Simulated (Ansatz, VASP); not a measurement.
## One calculation of MgI2, two programs

```xyz
3
Lattice="0.0000 3.7557 3.7557 3.7557 0.0000 3.7557 3.7557 3.7557 0.0000" Properties=species:S:1:pos:R:3 pbc="T T T"
Mg    0.0000    0.0000    0.0000
I     1.8779    1.8779    1.8779
I     5.6336    5.6336    5.6336
```

Alike in both runs: task single point; functional r2SCAN; k mesh 6 × 6 × 6; no spin polarisation.

```csv
,VASP,Ansatz
version,VASP 6.6.1,Ansatz 0.2.0
potentials or method,"VASP PAW PBE potentials, release 64 (Mg, I)","plane waves, PAW"
plane-wave cutoff (eV),520,500
occupations,"gaussian, width 0.01 eV",fixed
valence electrons in the cell,16,44
```

|  | VASP | Ansatz | Ansatz less VASP |
| --- | --- | --- | --- |
| gap on the k mesh at the Fermi level (eV) | 1.29 | 1.34 | +0.046 |
| pressure (GPa) | -0.1 | 0.0 | +0.09 |

VASP's potentials were made for PBE, not for r2SCAN. VASP's potentials hold 16 valence electrons a cell and Ansatz's 44, so a difference there can come from the potentials and not from the codes.

Spin-orbit coupling is off throughout.
